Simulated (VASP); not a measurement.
BN: single point with PBE+D3(BJ)

The system is BN.

```
B N
1.0
     0.00000    3.33948    2.16883
     1.25384    0.00000    2.16883
     1.25384    3.33948    0.00000
B N
1 1
Direct
  0.00011 0.00011 0.99989
  0.65507 0.65507 0.34493
```

This cell differs from its parent crystal: all N atoms moved -0.050 Å, as atom 2 along Cartesian [0 0 1].

```yaml
Program: VASP 6.6.1
Task: single point
Functional: PBE
Dispersion: D3(BJ)
Potentials_or_basis: VASP PAW PBE potentials, release 64 (B, N)
Cutoff: 520 eV
k_mesh: 12 × 12 × 12
Occupations: gaussian, width 0.05 eV
Spin: no spin polarisation
```

```json
{"Pressure": "0.9 GPa", "Largest force": "1.898 eV/Å", "Band gap on the k mesh": "4.01 eV, indirect (least direct gap 4.67 eV)", "Dispersion energy per atom": "-0.140 eV"}
```

Forces on the atoms (eV/Å):
```
B    0.000  0.000 -1.898
N    0.000  0.000  1.898
```

Stress tensor (GPa, compression positive):
```
 6.64  0.00  0.00
 0.00 -0.23  0.00
 0.00  0.00 -3.65
```

Levels at points of the mesh, in eV from the valence-band top:
```csv
k point,band 1,band 2,band 3,band 4,band 5,band 6,band 7,band 8,band 9
"(0.00, 0.00, 0.00)",-17.92,-4.26,-2.03,-0.87,5.06,10.64,12.33,12.99,14.57
"(0.50, 0.00, 0.00)",-14.75,-9.06,-4.07,-0.96,4.38,9.72,13.52,16.09,20.35
"(0.50, 0.50, 0.00)",-14.71,-9.02,-4.55,-0.59,6.38,9.25,12.42,13.97,19.36
"(0.50, 0.00, 0.50)",-17.64,-6.32,-2.07,-0.86,10.04,10.69,12.11,12.16,16.27
"(0.00, 0.50, 0.50)",-14.55,-8.76,-4.61,-1.82,4.01,9.70,14.65,18.65,20.30
```

Wall time 40 s on 1 thread of AMD EPYC 9R45 96-Core Processor (Zen 5), on a shared host, peak memory 0.16 GiB.

Caveat: the cell differs from its parent crystal (all N atoms moved -0.050 Å, as atom 2 along Cartesian [0 0 1]); forces of over 1 eV/Å act on the atoms, so gaps and moduli don't describe the material at rest. A k mesh can miss the band edges.
